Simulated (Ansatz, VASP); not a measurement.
SiCl: VASP beside Ansatz

```xyz
2
Lattice="15.0000 0.0000 0.0000 0.0000 15.5000 0.0000 0.0000 0.0000 16.0000" Properties=species:S:1:pos:R:3 pbc="T T T"
Si    7.2185    7.7348    6.9977
Cl    7.7815    7.7652    9.0023
```

Alike in both runs: functional PBE; dispersion D3(BJ); k mesh 1 × 1 × 1; occupations gaussian, width 0.005 eV; collinear spin.

Ansatz relaxed the structure, and its values are those at the end. VASP's run is a single point on that final structure, the one shown.

|  | VASP | Ansatz |
| --- | --- | --- |
| version | VASP 6.6.1 | Ansatz 0.2.0 |
| potentials or method | VASP PAW PBE potentials, release 64 (Si, Cl), cutoff 520 eV | scalar-relativistic, plane waves, PAW |
| valence electrons in the cell | 11 | 11 |

|  | VASP | Ansatz | Ansatz less VASP |
| --- | --- | --- | --- |
| gap on the k mesh at the Fermi level (eV) | 0.25 | 0.24 | -0.011 |
| rms of the force components (eV/Å) | 0.023 | 0.000 | -0.0231 |
| net moment per atom (μB) | 0.50 | 0.50 | 0.000 |
| size of the moment on the site where the two differ most (μB) | 0.28 | 0.20 | -0.084 |

Site moments also hang on the region over which each program counts them. Ansatz's warnings: magnetization residual over threshold.
